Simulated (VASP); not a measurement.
Bi:

```
Bi
1.0
     4.53674    0.00000    0.00000
    -2.26837    3.92893    0.00000
     0.00000    0.00000    5.19983
Bi
2
Direct
  0.33333 0.66667 0.25000
  0.66667 0.33333 0.75000
```

```yaml
Program: VASP 6.6.1
Task: relaxation of cell and atoms
Functional: PBE
Potentials_or_basis: VASP PAW PBE potentials, release 64 (Bi_d)
Cutoff: 600 eV
k_mesh: 12 × 12 × 8
Occupations: gaussian, width 0.1 eV
Spin: no spin polarisation
```

At the start: pressure -7.1 GPa; volume 46.34 Å³/atom.

**Question.** Where does the relaxation end?

**Answer.** Over 8 steps the energy falls by 427.5 meV/atom and the volume is 35.21 Å³/atom (-24.0 %); space group P6_3/mmc (No. 194, to 0.05 Å).

Step by step:
```
step  energy change (eV)  largest force (eV/Å)  pressure (GPa)  volume (Å³)
   1              0.0000                0.0000           -7.12        92.68
   2             -0.8084                0.0000            0.62        67.62
   3             -0.8087                0.0000            0.38        67.96
   4             -0.8295                0.0000            0.44        68.33
   5             -0.8506                0.0000            0.72        68.89
   6             -0.8517                0.0000            0.86        69.06
   7             -0.8504                0.0000           -0.93        72.06
   8             -0.8550                0.0000           -0.01        70.42
```

Final structure:
```xyz
2
Lattice="4.3801 0.0000 0.0000 -2.1900 3.7933 0.0000 0.0000 0.0000 4.2381" Properties=species:S:1:pos:R:3 pbc="T T T"
Bi    0.0000    2.5288    1.0595
Bi    2.1900    1.2644    3.1785
```

Caveat: the volume moved by over 15 % at a fixed basis, so the end points are rough; the volume moved by -24 % from the deposited cell, more than functionals usually miss.
